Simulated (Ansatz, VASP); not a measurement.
**Ca in VASP and in Ansatz**

```xyz
2
Lattice="3.9061 0.0000 0.0000 -1.9530 3.3828 0.0000 0.0000 0.0000 5.8029" Properties=species:S:1:pos:R:3 pbc="T T T"
Ca    0.0000    2.2552    1.4507
Ca    1.9530    1.1276    4.3521
```

Alike in both runs: task single point; functional PBE; k mesh 6 × 6 × 4; occupations gaussian, width 0.1 eV; no spin polarisation.

```csv
,VASP,Ansatz
version,VASP 6.6.1,Ansatz 0.2.0
potentials or method,"VASP PAW PBE potentials, release 64 (Ca_sv), cutoff 520 eV","scalar-relativistic, plane waves, PAW"
valence electrons in the cell,20,20
```

|  | VASP | Ansatz | Ansatz less VASP |
| --- | --- | --- | --- |
| gap on the k mesh at the Fermi level (eV) | none | none | - |
| pressure (GPa) | 2.2 | 2.1 | -0.02 |
| traceless stress, the component that is largest in VASP (GPa) | 1.60 | 1.60 | -0.004 |

A gap of «none» marks a metal or a gap that the smearing closes.
